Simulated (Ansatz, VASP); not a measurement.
## Two plane-wave programs on BP

```xyz
2
Lattice="0.0000 2.1736 2.1736 2.1736 0.0000 2.1736 2.1736 2.1736 0.0000" Properties=species:S:1:pos:R:3 pbc="T T T"
B     0.0000    0.0000    0.0000
P     1.0868    1.0868    1.0868
```

Alike in both runs: task single point; functional r2SCAN; k mesh 10 × 10 × 10; occupations gaussian, width 0.02 eV; no spin polarisation.

|  | VASP | Ansatz |
| --- | --- | --- |
| version | VASP 6.6.1 | Ansatz 0.2.0 |
| potentials or method | VASP PAW PBE potentials, release 64 (B, P), cutoff 520 eV | scalar-relativistic, plane waves, PAW |
| valence electrons in the cell | 8 | 8 |

```tsv
	VASP	Ansatz	Ansatz less VASP
gap on the k mesh at the Fermi level (eV)	1.27	1.23	-0.035
least direct gap on the mesh (eV)	3.88	3.84	-0.041
pressure (GPa)	26.8	27.5	+0.69
```

VASP's potentials were made for PBE, not for r2SCAN. The functional is the same, so the differences come from potentials, cutoffs and numerics.
